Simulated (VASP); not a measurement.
Here is a VASP 6.6.1 calculation.

File POSCAR:

```
KBr
1.0
    0.0000000000      3.4242000000      3.2925000000
    3.4242000000      0.0000000000      3.2925000000
    3.4242000000      3.4242000000      0.0000000000
K Br
1 1
Direct
    0.0000000000      0.0000000000      0.0000000000
    0.5000000000      0.5000000000      0.5000000000
```

Contents of INCAR.step1:

```
SYSTEM = KBr
  PREC = Accurate
  ENCUT = 520
  ISMEAR = 0
  SIGMA = 0.05
  LREAL = .FALSE.
  LASPH = .TRUE.
  NELM = 60
  NBANDS = 15
  GGA = PE
  ALGO = Normal
  EDIFF = 1E-4
  LWAVE = .TRUE.
  LCHARG = .FALSE.
```

Contents of INCAR.step2:

```
SYSTEM = KBr
  PREC = Accurate
  ENCUT = 520
  EDIFF = 1E-6
  ISMEAR = 0
  SIGMA = 0.05
  LREAL = .FALSE.
  LASPH = .TRUE.
  NELM = 60
  ALGO = Normal
  ISIF = 2
  LWAVE = .FALSE.
  LCHARG = .FALSE.
  METAGGA = R2SCAN
  LMIXTAU = .TRUE.
  NBANDS = 15
  ISTART = 1
```

Contents of KPOINTS:

```
regular mesh
0
G
  6 6 6
  0 0 0
```

Potentials or basis: VASP PAW PBE potentials, release 64 (K_sv, Br).

Run with:

```console
$ cat potpaw_PBE.64/K_sv/POTCAR potpaw_PBE.64/Br/POTCAR > POTCAR
$ cp INCAR.step1 INCAR
$ mpirun -np 1 vasp_std > vasp.out
$ cp INCAR.step2 INCAR
$ mpirun -np 1 vasp_std > vasp.out
```

Task: What does it give for the pressure?

Result: -0.9 GPa.

Task: What does it give for the band gap on the k mesh?

Result: 4.87 eV, direct.

Stress tensor (GPa, compression positive):
```
-1.19  0.00  0.00
 0.00 -1.19  0.00
 0.00  0.00 -0.18
```

Caveat: the cell differs from its parent crystal (strain +0.040 along x and y, +0.000 along z); the PAW data sets were made with another functional, which shifts forces and pressure a little.
